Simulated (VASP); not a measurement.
# Te2Mo (P6_3/mmc) in VASP: single point with r2SCAN+U

Aim: the single point of Te2Mo with r2SCAN+U.

All numbers are computed with VASP 6.6.1; they aren't measurements. Logs are shortened: lines on timing, memory, paths and dates and some standing lists are left out, and cuts for length are marked.

## (1) The cell of the first run

The structure is hexagonal, space group P6_3/mmc (No. 194). The conventional cell has a = 3.564 Å, b = 3.564 Å, c = 14.720 Å, α = 90.00°, β = 90.00°, γ = 120.00°. Te (site symmetry 3m) has 3 Mo at 2.73 Å and 7 Te at 3.56 to 3.58 Å within 3.6 Å. Within 3.6 Å of Mo (site symmetry -6m2) lie 6 Te at 2.73 Å and 6 Mo at 3.56 Å.

## (2) Single point, r2SCAN+U, collinear spin

POSCAR

```
Te2Mo
1.0
    3.5636797614      0.0000000000      0.0000000000
   -1.7818398807      3.0862372043      0.0000000000
    0.0000000000      0.0000000000     14.7197071926
Te Mo
4 2
Direct
    0.3333333333      0.6666666667      0.6284395073
    0.6666666667      0.3333333333      0.1284395073
    0.3333333333      0.6666666667      0.8715604927
    0.6666666667      0.3333333333      0.3715604927
    0.3333333333      0.6666666667      0.2500000000
    0.6666666667      0.3333333333      0.7500000000
```

INCAR.step1

```
  PREC = Accurate
  ENCUT = 520
  ISMEAR = 0
  SIGMA = 0.05
  LREAL = False
  LASPH = True
  NELM = 150
  ISPIN = 2
  MAGMOM = 0 0 0 0 2 2
  LMAXMIX = 4
  LDAU = True
  LDAUTYPE = 2
  LDAUL = -1 2
  LDAUU = 0 3
  LDAUJ = 0 0
  NBANDS = 39
  GGA = PE
  ALGO = Normal
  EDIFF = 1E-4
  LWAVE = True
  LCHARG = False
```

INCAR.step2

```
  PREC = Accurate
  ENCUT = 520
  EDIFF = 1E-6
  ISMEAR = 0
  SIGMA = 0.05
  LREAL = False
  LASPH = True
  NELM = 150
  ALGO = Normal
  ISIF = 2
  LWAVE = False
  LCHARG = False
  ISPIN = 2
  MAGMOM = 0 0 0 0 2 2
  LORBIT = 11
  LMAXMIX = 4
  LDAU = True
  LDAUTYPE = 2
  LDAUL = -1 2
  LDAUU = 0 3
  LDAUJ = 0 0
  LDAUPRINT = 1
  METAGGA = R2SCAN
  LMIXTAU = True
  NBANDS = 39
  ISTART = 1
```

KPOINTS

```
regular mesh
0
Gamma
  8 8 2
```

Potentials or basis: VASP PAW PBE potentials, release 64 (Te, Mo_sv).

The run is started by

```sh
$ cat potpaw_PBE.64/Te/POTCAR potpaw_PBE.64/Mo_sv/POTCAR > POTCAR
$ cp INCAR.step1 INCAR
$ mpirun -np 1 vasp_std > vasp.out
$ cp INCAR.step2 INCAR
$ mpirun -np 1 vasp_std > vasp.out
```

OUTCAR:

```text
PREC = Accurate
   ENCUT = 520
   EDIFF = 1E-6
   ISMEAR = 0
   LREAL = False
   LASPH = True
   NELM = 150
   ISIF = 2
   ISPIN = 2
   LORBIT = 11
   METAGGA = R2SCAN
   ISTART = 1

 ion  position               nearest neighbor table
   1  0.333  0.667  0.628-   6 2.73   6 2.73   6 2.73   3 3.58
   2  0.667  0.333  0.128-   5 2.73   5 2.73   5 2.73   4 3.58
   3  0.333  0.667  0.872-   6 2.73   6 2.73   6 2.73   1 3.58
   4  0.667  0.333  0.372-   5 2.73   5 2.73   5 2.73   2 3.58
   5  0.333  0.667  0.250-   2 2.73   4 2.73   2 2.73   4 2.73   2 2.73   4 2.73
   6  0.667  0.333  0.750-   1 2.73   3 2.73   1 2.73   3 2.73   1 2.73   3 2.73

  LATTYP: Found a hexagonal cell.
 ALAT       =     3.5636797614
 C/A-ratio  =     4.1304797788

  Lattice vectors:

 A1 = (   3.5636797614,   0.0000000000,   0.0000000000)
 A2 = (  -1.7818398807,   3.0862372043,   0.0000000000)
 A3 = (   0.0000000000,   0.0000000000,  14.7197071926)

Analysis of symmetry for initial positions (statically):
=====================================================================
 Subroutine PRICEL returns:
 Original cell was already a primitive cell.

 Routine SETGRP: Setting up the symmetry group for a
 hexagonal supercell.

 Subroutine GETGRP returns: Found 24 space group operations
 (whereof 12 operations were pure point group operations)
 out of a pool of 24 trial point group operations.

The static configuration has the point symmetry D_3d.
 The point group associated with its full space group is D_6h.

Analysis of symmetry for dynamics (positions and initial velocities):
=====================================================================
 Subroutine PRICEL returns:
 Original cell was already a primitive cell.

 Routine SETGRP: Setting up the symmetry group for a
 hexagonal supercell.

 Subroutine GETGRP returns: Found 24 space group operations
 (whereof 12 operations were pure point group operations)
 out of a pool of 24 trial point group operations.

The dynamic configuration has the point symmetry D_3d.
 The point group associated with its full space group is D_6h.

Analysis of structural, dynamic, and magnetic symmetry:
=====================================================================
 Subroutine PRICEL returns:
 Original cell was already a primitive cell.

 Routine SETGRP: Setting up the symmetry group for a
 hexagonal supercell.

 Subroutine GETGRP returns: Found 24 space group operations
 (whereof 12 operations were pure point group operations)
 out of a pool of 24 trial point group operations.

The overall configuration has the point symmetry D_3d.
[... 211 lines left out ...]

 number of electron      52.0000002 magnetization      -0.0000000

 Free energy of the ion-electron system (eV)
  ---------------------------------------------------
  ext. energy  EPLUGINS =         0.00000000
  ---------------------------------------------------
  free energy    TOTEN  =      -148.49764691 eV

  energy without entropy =     -148.49764691  energy(sigma->0) =     -148.49764691

 E-fermi :   7.3020     XC(G=0): -10.5307

 val. band max:        7.0566363879   @ k =   0.0000   0.0000   0.0000
 cond. band min:       8.1724093132   @ k =   0.2500   0.1250   0.0000
 fundamental gap:      1.1157729253
 Fermi energy:         7.3020073262

 spin component 1

 k-point     1 :       0.0000    0.0000    0.0000
  band No.  band energies     occupation
      1     -56.0009      1.00000
      2     -56.0009      1.00000
      3     -29.3950      1.00000
      4     -29.3950      1.00000
      5     -29.3221      1.00000
      6     -29.3221      1.00000
[... 809 lines left out ...]
     37      13.2585      0.00000
     38      13.2585      0.00000
 Fermi energy:         7.3020073262

 spin component 2

 k-point     1 :       0.0000    0.0000    0.0000
  band No.  band energies     occupation
      1     -56.0009      1.00000
      2     -56.0009      1.00000
      3     -29.3950      1.00000
      4     -29.3950      1.00000
      5     -29.3221      1.00000
      6     -29.3221      1.00000
[... 809 lines left out ...]
     37      13.2585      0.00000
     38      13.2585      0.00000
 [bands above 38 left out]

------------------------ aborting loop because EDIFF is reached ----------------------------------------

  FORCE on cell =-STRESS in cart. coord.  units (eV):
  Direction    XX          YY          ZZ          XY          YZ          ZX
  --------------------------------------------------------------------------------------
  -------------------------------------------------------------------------------------
  Total        0.9491853      0.9491853      1.3386474      0.0000000     -0.0000000      0.0000000
  in kB        9.3936519      9.3936519     13.2479787      0.0000000     -0.0000000      0.0000000
  external PRESSURE =      10.6784275 kB  Pullay stress =       0.0000000 kB

 VOLUME and BASIS-vectors are now :
 -----------------------------------------------------------------------------
  energy-cutoff  :      520.00
  volume of cell :      161.89
      direct lattice vectors                 reciprocal lattice vectors
     3.563679761  0.000000000  0.000000000     0.280608828  0.162009582  0.000000000
    -1.781839881  3.086237204  0.000000000     0.000000000  0.324019164  0.000000000
     0.000000000  0.000000000 14.719707193     0.000000000  0.000000000  0.067936134

 POSITION                                       TOTAL-FORCE (eV/Angst)
 -----------------------------------------------------------------------------------
     -0.00000      2.05749      9.25045        -0.000000      0.000000     -0.184493
      1.78184      1.02875      1.89059         0.000000     -0.000000     -0.184493
     -0.00000      2.05749     12.82912        -0.000000      0.000000      0.184493
      1.78184      1.02875      5.46926         0.000000     -0.000000      0.184493
     -0.00000      2.05749      3.67993        -0.000000     -0.000000     -0.000000
      1.78184      1.02875     11.03978         0.000000      0.000000     -0.000000
 -----------------------------------------------------------------------------------
    total drift:                               -0.000000      0.000000     -0.000000

  FREE ENERGIE OF THE ION-ELECTRON SYSTEM (eV)
  ---------------------------------------------------
  free  energy   TOTEN  =      -148.4976469089 eV

  energy  without entropy=     -148.4976469089  energy(sigma->0) =     -148.49764691

 total charge

# of ion       s       p       d       tot
------------------------------------------
    1        1.391   2.022   0.062   3.475
    2        1.391   2.022   0.062   3.475
    3        1.391   2.022   0.062   3.475
    4        1.391   2.022   0.062   3.475
    5        2.252   6.151   3.868  12.270
    6        2.252   6.151   3.868  12.270
--------------------------------------------------
tot         10.066  20.388   7.985  38.439

 magnetization (x)

# of ion       s       p       d       tot
------------------------------------------
    1       -0.000   0.000   0.000   0.000
    2       -0.000   0.000   0.000   0.000
    3       -0.000   0.000   0.000   0.000
    4       -0.000   0.000   0.000   0.000
    5       -0.000   0.000  -0.000  -0.000
    6       -0.000   0.000  -0.000  -0.000
--------------------------------------------------
tot         -0.000   0.000  -0.000  -0.000
```

OUTCAR.step1:

```text
PREC = Accurate
   ENCUT = 520
   ISMEAR = 0
   LREAL = False
   LASPH = True
[... 1898 lines left out ...]
     -0.00000      2.05749     12.82912         0.000000      0.000000      0.369609
      1.78184      1.02875      5.46926         0.000000      0.000000      0.369609
     -0.00000      2.05749      3.67993        -0.000000      0.000000      0.000000
      1.78184      1.02875     11.03978         0.000000     -0.000000      0.000000
 -----------------------------------------------------------------------------------
    total drift:                               -0.000000      0.000000     -0.000000

  FREE ENERGIE OF THE ION-ELECTRON SYSTEM (eV)
  ---------------------------------------------------
  free  energy   TOTEN  =       -28.8717361499 eV

  energy  without entropy=      -28.8717361499  energy(sigma->0) =      -28.87173615
```

OSZICAR.step1:

```text
N       E                     dE             d eps       ncg     rms          rms(c)
DAV:   1     0.386563846978E+03    0.38656E+03   -0.26473E+04  3576   0.118E+03
DAV:   2    -0.922390306112E+01   -0.39579E+03   -0.37942E+03  3800   0.287E+02
DAV:   3    -0.290486370338E+02   -0.19825E+02   -0.19405E+02  3802   0.567E+01
DAV:   4    -0.294446102111E+02   -0.39597E+00   -0.39555E+00  3634   0.807E+00
DAV:   5    -0.294562975008E+02   -0.11687E-01   -0.11687E-01  4075   0.134E+00    0.236E+01
DAV:   6    -0.288307126285E+02    0.62558E+00   -0.86482E+00  3364   0.145E+01    0.115E+01
DAV:   7    -0.288069467267E+02    0.23766E-01   -0.38444E+00  3247   0.977E+00    0.675E+00
DAV:   8    -0.287405754560E+02    0.66371E-01   -0.59304E-01  3562   0.400E+00    0.300E+00
DAV:   9    -0.288086555346E+02   -0.68080E-01   -0.12253E-01  3561   0.135E+00    0.108E+00
DAV:  10    -0.288381823897E+02   -0.29527E-01   -0.13627E-02  3737   0.418E-01    0.823E-01
DAV:  11    -0.288645019971E+02   -0.26320E-01   -0.16442E-02  3559   0.533E-01    0.288E-01
DAV:  12    -0.288706086603E+02   -0.61067E-02   -0.38651E-03  3515   0.247E-01    0.167E-01
DAV:  13    -0.288713250153E+02   -0.71635E-03   -0.57801E-04  3497   0.109E-01    0.921E-02
DAV:  14    -0.288717313173E+02   -0.40630E-03   -0.50494E-04  3348   0.850E-02    0.556E-02
DAV:  15    -0.288717361499E+02   -0.48326E-05   -0.68776E-05  2168   0.409E-02
   1 F= -.28871736E+02 E0= -.28871736E+02  d E =-.132589E-16  mag=     0.0008
```

Run time: 29 min. Hardware: 1 thread of Intel Xeon 8259CL, shared host; peak memory 0.5 GiB.

Results:

* Free energy: -148.4976 eV
* Pressure: 1.1 GPa
* Largest force: 0.184 eV/Å
* Band gap on the k mesh: 1.12 eV (least direct gap 1.26 eV)
* Net moment: 0.00 μB per cell
* Valence electrons inside the program's atomic spheres: Te 3.48; Mo 12.27

Forces in eV/Å, atoms in the order of the input:
```
Te   0.000  0.000 -0.184
Te   0.000  0.000 -0.184
Te   0.000  0.000  0.184
Te   0.000  0.000  0.184
Mo   0.000  0.000  0.000
Mo   0.000  0.000  0.000
```

Eigenvalues of the final occupation matrices:
```tsv
site	spin	trace	eigenvalues
site 5 d	1	1.96	0.38 0.38 0.39 0.40 0.40
site 5 d	2	1.96	0.38 0.38 0.39 0.40 0.40
site 6 d	1	1.96	0.38 0.38 0.39 0.40 0.40
site 6 d	2	1.96	0.38 0.38 0.39 0.40 0.40
```

Caveat: the PAW data sets were made with another functional, which shifts forces and pressure a little; spin-orbit coupling is left out, which moves the levels of the heavy elements; the U is typed as a test and isn't derived for this compound.
